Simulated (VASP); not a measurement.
CuO: single point with PBEsol+U

CuO:

```xyz
4
Lattice="2.3446 -1.7134 0.0000 2.3446 1.7134 0.0000 -0.8605 0.0000 5.0594" Properties=species:S:1:pos:R:3 pbc="T T T"
Cu    1.1723    0.8457    0.0000
Cu    0.7420   -0.8457    2.5297
O     2.0724   -0.2841    1.2836
O     1.6421    0.2841    3.8133
```

```
Program                                     : VASP 6.6.1
Task                                        : single point
Functional                                  : PBEsol
Potentials or basis                         : VASP PAW PBE potentials, release 64 (Cu, O)
Cutoff                                      : 600 eV
k mesh                                      : 7 × 7 × 4
Occupations                                 : gaussian, width 0.05 eV
Spin                                        : non-collinear spin, twin_end start, moments held on the sites
Starting moments                            : [[0.0, 0.0, 0.6], [0.0, 0.0, 0.6], [0.0, 0.0, 0.28], [0.0, 0.0, 0.28]] μB
Hubbard terms                               : Cu d U = 2.0 eV
Dipole correction                           : no
Constraint on the moments (I_CONSTRAINED_M) : 2
Penalty LAMBDA                              : 10
Further INCAR settings                      : ALGO = Normal; EDIFF = 1e-06; NBANDS = 48; ISYM = -1; AMIX = 0.2; BMIX = 0.0001
```

```json
{
 "Largest force": "0.773 eV/Å",
 "Band gap on the k mesh": "zero (bands 34 and 35 overlap by 0.02 eV)",
 "Net moment": "1.98 μB per cell",
 "Valence electrons inside the program's atomic spheres": "Cu 9.89; O 4.97"
}
```

Forces in eV/Å, atoms in the order of the input:
```
Cu  -0.668  0.277  0.274
Cu  -0.668 -0.277  0.273
O    0.668  0.229 -0.273
O    0.668 -0.230 -0.273
```

Levels at points of the mesh, in eV from the Fermi level:
| k point | band 31 | band 32 | band 33 | band 34 | band 35 | band 36 | band 37 | band 38 |
| --- | --- | --- | --- | --- | --- | --- | --- | --- |
| (0.00, 0.00, 0.00) | -1.70 | -1.69 | -0.64 | -0.07 | 1.25 | 1.42 | 2.06 | 2.07 |
| (0.00, 0.00, 0.50) | -1.12 | -1.12 | -0.72 | -0.72 | 1.44 | 1.44 | 3.77 | 3.77 |

Moments on the atoms (μB; x, y, z):
```
Cu  0.48 0.48 0.00
Cu  0.48 0.48 0.00
O   0.20 0.20 0.00
O   0.20 0.20 0.00
```

It took 10 min on 4 MPI ranks on Intel(R) Xeon(R) Platinum 8259CL CPU @ 2.50GHz (Skylake/Cascade Lake), on a shared host, peak memory 0.73 GiB a rank.

Caveat: moments held by a penalty; semilocal functionals underestimate gaps, and a narrow one can read as zero; the PAW data sets were made with another functional, which shifts forces and pressure a little. The state reached can hang on the start; a lower one may exist.
